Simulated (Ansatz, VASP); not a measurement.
**IrPt2: VASP beside Ansatz**

```
Ir Pt
1.0
     2.77885    0.00000    0.00000
    -1.38942    2.40655    0.00000
     0.00000    0.00000   13.72449
Ir Pt
2 4
Direct
  0.33333 0.66667 0.92155
  0.66667 0.33333 0.07845
  0.00000 0.00000 0.24347
  0.33333 0.66667 0.41432
  0.66667 0.33333 0.58568
  0.00000 0.00000 0.75653
```

Alike in both runs: functional PBE; k mesh 7 × 7 × 2; occupations gaussian, width 0.2 eV; no spin polarisation.

Ansatz relaxed the structure, and its values are those at the end. VASP's run is a single point on that final structure, the one shown.

|  | VASP | Ansatz |
| --- | --- | --- |
| version | VASP 6.6.1 | Ansatz 0.2.0 |
| potentials or method | VASP PAW PBE potentials, release 64 (Ir, Pt), cutoff 500 eV | scalar-relativistic, plane waves, PAW |
| valence electrons in the cell | 58 | 106 |

|  | VASP | Ansatz | Ansatz less VASP |
| --- | --- | --- | --- |
| gap on the k mesh at the Fermi level (eV) | none | none | - |
| pressure (GPa) | -0.5 | -0.4 | +0.18 |
| rms of the force components (eV/Å) | 0.019 | 0.013 | -0.0057 |

A gap of «none» marks a metal or a gap that the smearing closes. The functional is the same, so the differences come from potentials, cutoffs and numerics. VASP's potentials hold 58 valence electrons a cell and Ansatz's 106, so a difference there can come from the potentials and not from the codes.

The k mesh is coarse, so the values compare programs but aren't converged. Spin-orbit coupling is off throughout.
